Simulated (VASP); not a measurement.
Input of a VASP 6.6.1 run:

INCAR

```
SYSTEM = HfN
PREC = Accurate
ENCUT = 520
EDIFF = 1E-6
ISMEAR = 0
SIGMA = 0.1
LREAL = .False.
LASPH = .True.
NELM = 100
ALGO = Normal
ISIF = 2
LWAVE = .False.
LCHARG = .False.
GGA = PE
NBANDS = 14
```

File KPOINTS:

```
Automatic mesh
0
Gamma
  24 24 18
  0 0 0
```

Contents of POSCAR:

```
HfN
1.0
    3.1002305609     -0.0000000029      0.0000000000
   -1.5501152779      2.6848784248      0.0000000000
    0.0000000000      0.0000000000      2.9109287770
Hf N
1 1
Direct
    0.0000000000      0.0000000000      0.0000000000
    0.6666666667      0.3333333333      0.5000000000
```

Potentials or basis: VASP PAW PBE potentials, release 64 (Hf_pv, N).

Run with:

```sh
$ cat potpaw_PBE.64/Hf_pv/POTCAR potpaw_PBE.64/N/POTCAR > POTCAR
$ mpirun -np 1 vasp_std > vasp.out
```

Q: Estimate the pressure.

A: -2.0 GPa.

Stress tensor (GPa, compression positive):
```
-1.80  0.00  0.00
 0.00 -1.80  0.00
 0.00  0.00 -2.28
```
